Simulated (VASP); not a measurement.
Wanted: the native input for a VASP 6.6.1 run.

```yaml
Task: single point
Functional: PBE
Potentials_or_basis: VASP PAW PBE potentials, release 64 (Co, Si)
Cutoff: 520 eV
k_mesh: 12 × 12 × 12
Occupations: gaussian, width 0.15 eV
Spin: no spin polarisation
Dipole_correction: no
Further_INCAR_settings: ALGO = Normal; EDIFF = 1e-06; NBANDS = 16
```

The structure of CoSi2 lies in POSCAR:

```
CoSi2
1.0
    0.0000000000      2.6801763726      2.6801763726
    2.6801763726      0.0000000000      2.6801763726
    2.6801763726      2.6801763726      0.0000000000
Co Si
1 2
Direct
   -0.0208035254      0.0208035254     -0.0208035254
    0.2718269218      0.2281730782      0.2718269218
    0.7718269218      0.7281730782      0.7718269218
```

This cell differs from its parent crystal: atoms displaced along a vibrational mode.

The input as run:

INCAR

```
SYSTEM = CoSi2
ALGO = Normal
EDIFF = 1E-6
ENCUT = 520
GGA = PE
ISIF = 2
ISMEAR = 0
LASPH = .True.
LCHARG = .False.
LREAL = .False.
LWAVE = .False.
NBANDS = 16
NELM = 60
PREC = Accurate
SIGMA = 0.15
```

KPOINTS

```
k-points
0
Gamma
  12 12 12
  0 0 0
```

Potentials or basis: VASP PAW PBE potentials, release 64 (Co, Si).

Run with:

```sh
$ cat potpaw_PBE.64/Co/POTCAR potpaw_PBE.64/Si/POTCAR > POTCAR
$ mpirun -np 1 vasp_std > vasp.out
```

It gave:

```json
{
  "Pressure": "4.0 GPa",
  "Largest force": "2.657 eV/Å",
  "Band gap on the k mesh": "zero (an odd number of electrons rules out a gap without spin polarisation)"
}
```

Caveat: the cell differs from its parent crystal (atoms displaced along a vibrational mode); the cell stands under pressure; an odd number of electrons without spin polarisation forces a metal; a magnetic or distorted state may lie lower.

Run time: 51 s on 1 thread of Intel(R) Xeon(R) Platinum 8488C (Sapphire Rapids) (shared host), peak memory 0.23 GiB.
